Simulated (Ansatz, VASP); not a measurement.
One calculation of Te2Mo, two programs

File INCAR:

```
PREC = Accurate
ENCUT = 520
EDIFF = 1E-6
ISMEAR = -1
SIGMA = 0.02
LREAL = F
LASPH = T
NELM = 100
ALGO = Normal
ISIF = 2
LWAVE = F
LCHARG = F
GGA = CA
NBANDS = 20
```

File KPOINTS:

```
regular mesh
0
Gamma
  12 12 4
```

The input POSCAR:

```
Te2Mo
1.0
    3.5194547085      0.0000000000      0.0000000000
   -1.7597273543      3.0479371850      0.0000000000
    0.0000000000      0.0000000000      7.2144517852
Mo Te
1 2
Direct
    0.0000000000      0.0000000000      0.0000000000
    0.3333333333      0.6666666667      0.2534156295
    0.6666666667      0.3333333333      0.7465843705
```

Input for Ansatz:

```yaml
crystal:
  lattice:
    - [3.5194547085, 0.0, 0.0]
    - [-1.7597273543, 3.047937185, 0.0]
    - [0.0, 0.0, 7.2144517852]
  atoms:
    - { symbol: Mo, position: [0.0, 0.0, 0.0] }
    - { symbol: Te, position: [0.3333333333, 0.6666666667, 0.2534156295] }
    - { symbol: Te, position: [0.6666666667, 0.3333333333, 0.7465843705] }
kpoints:
  mp_grid: { grid: [12, 12, 4] }
  band_path:
    path:
      - [0.0, 0.0, 0.0]
      - [0.5, 0.0, 0.0]
      - [0.3333333333, 0.3333333333, 0.0]
      - [0.0, 0.0, 0.5]
      - [0.5, 0.0, 0.5]
      - [0.3333333333, 0.3333333333, 0.5]
      - [0.2333333333, 0.2333333333, 0.5]
    npoints: 1
hamiltonian:
  xc: lda
scf:
  occupations: { method: fermi_dirac, width: 0.02 }
  n_extra_bands: 4
output:
  forces: true
  stress: true
  eigenvalues: true
```

Alike in both runs: task single point; functional LDA; k mesh 12 × 12 × 4; occupations fermi-dirac, width 0.02 eV; no spin polarisation.

|  | VASP | Ansatz |
| --- | --- | --- |
| version | VASP 6.6.1 | Ansatz 0.2.0 |
| potentials or method | VASP PAW LDA potentials, release 64 (Mo_sv, Te) | plane waves, PAW |
| plane-wave cutoff (eV) | 520 | 420 |
| valence electrons in the cell | 26 | 46 |

```tsv
	VASP	Ansatz	Ansatz less VASP
pressure (GPa)	-3.6	-3.8	-0.23
traceless stress, the component that is largest in VASP (GPa)	0.82	0.72	-0.106
rms of the force components (eV/Å)	0.097	0.120	+0.0225
```

LDA's correlation is that of Perdew and Zunger in VASP and of Perdew and Wang (1992) in Ansatz. Atom by atom the forces differ by 0.023 eV/Å (rms over components). VASP's potentials hold 26 valence electrons a cell and Ansatz's 46, so a difference there can come from the potentials and not from the codes.

Neither program's run includes spin-orbit coupling.
